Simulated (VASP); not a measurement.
# Mo16H (a cell with a defect) in VASP: single point with LDA

Aim: the single point of Mo16H (a cell with a defect) with LDA.

Everything below comes from runs of VASP 6.6.1. Logs are shortened: lines on timing, memory, paths and dates and some standing lists are left out, and cuts for length are marked.

**1. The cell of the first run**

The cell holds a defect, 17 atoms: a = 6.300 Å, b = 6.300 Å, c = 6.300 Å, α = 90.00°, β = 90.00°, γ = 90.00°.

**2. Single point, LDA**

Contents of INCAR:

```
  PREC = Accurate
  ENCUT = 520
  EDIFF = 1E-6
  ISMEAR = -1
  SIGMA = 0.05
  LREAL = Auto
  LASPH = T
  NELM = 100
  ALGO = Normal
  ISIF = 2
  LWAVE = F
  LCHARG = F
  GGA = CA
  NBANDS = 126
```

Contents of KPOINTS:

```
Automatic mesh
0
Gamma
  2 2 2
```

Contents of POSCAR:

```
Mo16H
1.0
    6.3000000000      0.0000000000      0.0000000000
    0.0000000000      6.3000000000      0.0000000000
    0.0000000000      0.0000000000      6.3000000000
Mo H
16 1
Direct
    0.0000867643     -0.0056986900     -0.0084467285
    0.5000867991      0.0002429919     -0.0010051430
    0.0000884779      0.5008996219     -0.0014919231
    0.0000866420     -0.0057122397      0.5090242809
    0.2588894749      0.2567649087      0.2502738398
    0.5000890636      0.5030867130     -0.0015093833
    0.5000872490      0.0002430009      0.5015547535
    0.7412947651      0.2567607107      0.2502740529
    0.0000878529      0.5008852623      0.5020397549
    0.2518811368      0.7501065577      0.2502780616
    0.2513426222      0.2507634558      0.7502727289
    0.5000880931      0.5030820678      0.5020549516
    0.7482914522      0.7501036332      0.2502785758
    0.7488306981      0.2507630201      0.7502723406
    0.2517964548      0.7479641111      0.7502760720
    0.7483751121      0.7479647950      0.7502771252
    0.0000942420      0.1255915796      0.2502916400
```

Potentials or basis: VASP PAW LDA potentials, release 64 (Mo_sv, H).

The run is started by

```console
> cat potpaw_LDA.64/Mo_sv/POTCAR potpaw_LDA.64/H/POTCAR > POTCAR
> mpirun -np 1 vasp_std > vasp.out
```

OUTCAR:

```text
PREC = Accurate
   ENCUT = 520
   EDIFF = 1E-6
   ISMEAR = -1
   LREAL = Auto
   LASPH = T
   NELM = 100
   ISIF = 2
   GGA = CA

 ion  position               nearest neighbor table
   1  0.000  0.994  0.992-  17 1.83  15 2.69  16 2.69  11 2.73  14 2.73  10 2.75  13 2.75   8 2.84
                             5 2.84   4 3.04   3 3.11   2 3.15   2 3.15   3 3.19   4 3.26
   2  0.500  0.000  0.999-  14 2.72  11 2.72   5 2.73   8 2.73  16 2.73  15 2.73  10 2.73  13 2.73
                             6 3.13   7 3.13   1 3.15   1 3.15   7 3.17   6 3.17
   3  0.000  0.501  0.999-  15 2.72  16 2.72  11 2.73  14 2.73  10 2.74  13 2.74   8 2.75   5 2.75
                             1 3.11   9 3.13   6 3.15   6 3.15   9 3.17   1 3.19
   4  0.000  0.994  0.509-  17 1.83  15 2.69  16 2.69  14 2.73  11 2.73  10 2.75  13 2.75   8 2.84
                             5 2.84   1 3.04   9 3.11   7 3.15   7 3.15   9 3.19   1 3.26
   5  0.259  0.257  0.250-  17 1.83  12 2.69   6 2.69   2 2.73   7 2.73   9 2.75   3 2.75   1 2.84
                             4 2.84   8 3.04  10 3.11  11 3.15  11 3.15  10 3.19   8 3.26
   6  0.500  0.503  0.998-   5 2.69   8 2.69  16 2.70  15 2.70  13 2.72  10 2.72  14 2.73  11 2.73
                            12 3.13   2 3.13   3 3.15   3 3.15   2 3.17  12 3.17
   7  0.500  0.000  0.502-  14 2.72  11 2.72   5 2.73   8 2.73  16 2.73  15 2.73  10 2.73  13 2.73
                            12 3.13   2 3.13   4 3.15   4 3.15   2 3.17  12 3.17
   8  0.741  0.257  0.250-  17 1.83  12 2.69   6 2.69   2 2.73   7 2.73   9 2.75   3 2.75   1 2.84
                             4 2.84   5 3.04  13 3.11  14 3.15  14 3.15  13 3.19   5 3.26
   9  0.000  0.501  0.502-  15 2.72  16 2.72  11 2.73  14 2.73  13 2.74  10 2.74   8 2.75   5 2.75
                             4 3.11   3 3.13  12 3.15  12 3.15   3 3.17   4 3.19
  10  0.252  0.750  0.250-  12 2.72   6 2.72   7 2.73   2 2.73   3 2.74   9 2.74   1 2.75   4 2.75
                             5 3.11  13 3.13  15 3.15  15 3.15  13 3.17   5 3.19
  11  0.251  0.251  0.750-   7 2.72   2 2.72   4 2.73   1 2.73  12 2.73   6 2.73   9 2.73   3 2.73
                            15 3.13  14 3.13   5 3.15   5 3.15  14 3.17  15 3.17
  12  0.500  0.503  0.502-   5 2.69   8 2.69  16 2.70  15 2.70  13 2.72  10 2.72  14 2.73  11 2.73
                             6 3.13   7 3.13   9 3.15   9 3.15   7 3.17   6 3.17
  13  0.748  0.750  0.250-  12 2.72   6 2.72   7 2.73   2 2.73   3 2.74   9 2.74   1 2.75   4 2.75
                             8 3.11  10 3.13  16 3.15  16 3.15  10 3.17   8 3.19
  14  0.749  0.251  0.750-   7 2.72   2 2.72   4 2.73   1 2.73  12 2.73   6 2.73   9 2.73   3 2.73
                            16 3.13  11 3.13   8 3.15   8 3.15  11 3.17  16 3.17
  15  0.252  0.748  0.750-   4 2.69   1 2.69   6 2.70  12 2.70   3 2.72   9 2.72   2 2.73   7 2.73
                            16 3.13  11 3.13  10 3.15  10 3.15  11 3.17  16 3.17
  16  0.748  0.748  0.750-   4 2.69   1 2.69   6 2.70  12 2.70   3 2.72   9 2.72   2 2.73   7 2.73
                            15 3.13  14 3.13  13 3.15  13 3.15  14 3.17  15 3.17
  17  0.000  0.126  0.250-   5 1.83   8 1.83   1 1.83   4 1.83

  LATTYP: Found a simple cubic cell.
 ALAT       =     6.3000000000

  Lattice vectors:

 A1 = (   6.3000000000,   0.0000000000,   0.0000000000)
 A2 = (   0.0000000000,   6.3000000000,   0.0000000000)
 A3 = (   0.0000000000,   0.0000000000,   6.3000000000)
[... 159 lines left out ...]
     AMIX     =   0.40;   BMIX     =  1.00
     AMIX_MAG =   1.60;   BMIX_MAG =  1.00
  volume/ion in A,a.u.               =      14.71        99.26
  Fermi-wavevector in a.u.,A,eV,Ry     =   1.580502  2.986716 33.987182  2.497987
  Thomas-Fermi vector in A             =   2.680720
   LORBIT       =      0    0 simple, 1 ext, 2 COOP (PROOUT), +10 PAW based schemes
   GGA     = CA    functional components
   LHFCALC =     F    Hartree Fock is set to
   AEXX    =    0.0000 exact exchange contribution
   IVDW    =     0    specifies the selected vdW correction
   LEPSILON=     F    determine dielectric tensor
   LRPA    =     F    only Hartree local field effects (RPA)
 non-spin polarized calculation
  energy-cutoff  :      520.00
  volume of cell :      250.05
 maximum number of plane-waves:      6776
 NGX is ok and might be reduce to    48
   NGX = 23   NGY = 23   NGZ = 23

 number of electron     225.0000016 magnetization

 Free energy of the ion-electron system (eV)
  ---------------------------------------------------
  ext. energy  EPLUGINS =         0.00000000
  ---------------------------------------------------
  free energy    TOTEN  =      -198.34369082 eV

  energy without entropy =     -198.29677081  energy(sigma->0) =     -198.32023082

 E-fermi :  12.5663     XC(G=0): -13.6350

 val. band max:       12.4343314930   @ k =   0.0000   0.0000   0.5000
 cond. band min:      12.5724238726   @ k =   0.0000   0.5000   0.0000
 fundamental gap:      0.1380923796
 Fermi energy:        12.5662946015

 k-point     1 :       0.0000    0.0000    0.0000
  band No.  band energies     occupation
      1     -48.3760      2.00000
      2     -48.1504      2.00000
      3     -48.1269      2.00000
      4     -48.1269      2.00000
      5     -48.1212      2.00000
      6     -48.1211      2.00000
[... 1005 lines left out ...]
    123      14.2022      0.00000
    124      14.2562      0.00000
 [bands above 124 left out]

------------------------ aborting loop because EDIFF is reached ----------------------------------------

  FORCE on cell =-STRESS in cart. coord.  units (eV):
  Direction    XX          YY          ZZ          XY          YZ          ZX
  --------------------------------------------------------------------------------------
  -------------------------------------------------------------------------------------
  Total      -11.6001962    -11.3886147    -11.6015177     -0.0000666     -0.0001491      0.0002219
  in kB      -74.3283118    -72.9726021    -74.3367792     -0.0004270     -0.0009551      0.0014219
  external PRESSURE =     -73.8792310 kB  Pullay stress =       0.0000000 kB

 VOLUME and BASIS-vectors are now :
 -----------------------------------------------------------------------------
  energy-cutoff  :      520.00
  volume of cell :      250.05
      direct lattice vectors                 reciprocal lattice vectors
     6.300000000  0.000000000  0.000000000     0.158730159  0.000000000  0.000000000
     0.000000000  6.300000000  0.000000000     0.000000000  0.158730159  0.000000000
     0.000000000  0.000000000  6.300000000     0.000000000  0.000000000  0.158730159

 POSITION                                       TOTAL-FORCE (eV/Angst)
 -----------------------------------------------------------------------------------
      0.00055      6.26410      6.24679         0.000056     -0.019842      0.000588
      3.15055      0.00153      6.29367        -0.000103     -0.009458      0.002620
      0.00056      3.15567      6.29060        -0.000101     -0.004504      0.013296
      0.00055      6.26401      3.20685         0.000190     -0.019437     -0.002075
      1.63100      1.61762      1.57673        -0.004254      0.018637      0.000138
      3.15056      3.16945      6.29049         0.000092     -0.009509      0.007366
[... 9 lines left out ...]
      4.71476      4.71218      4.72675         0.001041      0.007606      0.000294
      0.00059      0.79123      1.57684        -0.000014     -0.000050      0.000018
 -----------------------------------------------------------------------------------
    total drift:                                0.000130     -0.003212      0.000598

  FREE ENERGIE OF THE ION-ELECTRON SYSTEM (eV)
  ---------------------------------------------------
  free  energy   TOTEN  =      -198.3436908245 eV

  energy  without entropy=     -198.2967708142  energy(sigma->0) =     -198.32023082
```

Run time: 4.2 min. Hardware: 1 thread of Intel Xeon Platinum 8488C (Sapphire Rapids), shared host; peak memory 0.35 GiB.

Results:

```
Free energy   : -198.3437 eV
Pressure      : -7.4 GPa
Largest force : 0.020 eV/Å
```

Forces on the atoms (eV/Å):
```
Mo   0.000 -0.020  0.001
Mo   0.000 -0.009  0.003
Mo   0.000 -0.005  0.013
Mo   0.000 -0.019 -0.002
Mo  -0.004  0.019  0.000
Mo   0.000 -0.010  0.007
Mo   0.000 -0.010 -0.003
Mo   0.004  0.019  0.000
Mo   0.000 -0.004 -0.013
Mo  -0.016  0.006 -0.001
Mo  -0.001  0.010  0.000
Mo   0.000 -0.009 -0.006
Mo   0.016  0.006 -0.001
Mo   0.001  0.010  0.000
Mo  -0.001  0.008  0.000
Mo   0.001  0.008  0.000
H    0.000  0.000  0.000
```

Stress tensor (GPa, compression positive):
```
-7.43  0.00  0.00
 0.00 -7.30  0.00
 0.00  0.00 -7.43
```

Caveat: the k points lie up to 0.50 Å⁻¹ apart.
